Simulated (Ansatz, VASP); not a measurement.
**Two plane-wave programs on PbSe**

INCAR

```
PREC = Accurate ; ENCUT = 520
EDIFF = 1E-7 ; ISMEAR = 0
SIGMA = 0.03 ; LREAL = F
LASPH = T ; NELM = 100
ALGO = Normal ; ISIF = 2
LWAVE = F ; LCHARG = T
GGA = PE ; LELF = T
LVHAR = T ; NBANDS = 17
```

KPOINTS

```
regular mesh
0
Gamma
  10 10 10
```

POSCAR

```
PbSe
1.0
    0.0000000000      3.0621500000      3.0621500000
    3.0621500000      0.0000000000      3.0621500000
    3.0621500000      3.0621500000      0.0000000000
Pb Se
1 1
Direct
    0.0000000000      0.0000000000      0.0000000000
    0.4877537025      0.5122462975      0.5122462975
```

Input for Ansatz:

```yaml
crystal:
  lattice:
    - [0.0, 3.06215, 3.06215]
    - [3.06215, 0.0, 3.06215]
    - [3.06215, 3.06215, 0.0]
  atoms:
    - { symbol: Pb, position: [0.0, 0.0, 0.0] }
    - { symbol: Se, position: [0.4877537025, 0.5122462975, 0.5122462975] }
basis:
  ecutwfc: 420
kpoints:
  mp_grid: { grid: [10, 10, 10] }
hamiltonian:
  xc: pbe
scf:
  occupations: { method: gaussian, width: 0.03 }
output:
  forces: true
  stress: true
  eigenvalues: true
```

Change from the starting cell: all Se atoms moved +0.075 Å, as atom 2 along Cartesian [1 0 0].

Alike in both runs: task single point; functional PBE; k mesh 10 × 10 × 10; occupations gaussian, width 0.03 eV; no spin polarisation.

```csv
,VASP,Ansatz
version,VASP 6.6.1,Ansatz 0.2.0
potentials or method,"VASP PAW PBE potentials, release 64 (Pb_d, Se), cutoff 520 eV","scalar-relativistic, plane waves, PAW"
valence electrons in the cell,20,30
```

|  | VASP | Ansatz | Ansatz less VASP |
| --- | --- | --- | --- |
| gap on the k mesh at the Fermi level (eV) | 0.37 | 0.37 | -0.005 |
| least direct gap on the mesh (eV) | 0.37 | 0.37 | -0.005 |
| pressure (GPa) | 2.4 | 2.4 | +0.02 |
| traceless stress, the component that is largest in VASP (GPa) | 0.16 | 0.16 | -0.002 |
| rms of the force components (eV/Å) | 0.031 | 0.030 | -0.0010 |

Atom by atom the forces differ by 0.001 eV/Å (rms over components). VASP's potentials hold 20 valence electrons a cell and Ansatz's 30, so a difference there can come from the potentials and not from the codes.

Neither program's run includes spin-orbit coupling.
